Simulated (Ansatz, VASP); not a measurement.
# One calculation of MgI2, two programs

```xyz
3
Lattice="4.1400 0.0000 0.0000 -2.0700 3.5853 0.0000 0.0000 0.0000 6.8800" Properties=species:S:1:pos:R:3 pbc="T T T"
I     2.0700    1.1951    5.1600
I     0.0000    2.3902    1.7200
Mg    0.0000    0.0000    0.0000
```

Alike in both runs: task single point; functional LDA; k mesh 8 × 8 × 4; occupations fermi-dirac, width 0.05 eV; no spin polarisation.

|  | VASP | Ansatz |
| --- | --- | --- |
| version | VASP 6.6.1 | Ansatz 0.2.0 |
| potentials or method | VASP PAW LDA potentials, release 64 (I, Mg), cutoff 520 eV | all-electron LAPW, scalar-relativistic |

VASP gave:

- gap on the k mesh at the Fermi level (eV): 3.31
- least direct gap on the mesh (eV): 3.38
- pressure (GPa): -2.1
- traceless stress, the component that is largest in VASP (GPa): -0.36
- rms of the force components (eV/Å): 0.183

Task: Estimate Ansatz's values.

Result: gap on the k mesh at the Fermi level (eV): 3.33; least direct gap on the mesh (eV): 3.37; pressure (GPa): -2.0; traceless stress, the component that is largest in VASP (GPa): -0.37; rms of the force components (eV/Å): 0.176.

LDA's correlation is that of Perdew and Zunger in VASP and of Perdew and Wang (1992) in Ansatz. Atom by atom the forces differ by 0.007 eV/Å (rms over components). Ansatz ran all-electron here, and VASP with PAW potentials.

Neither program's run includes spin-orbit coupling.
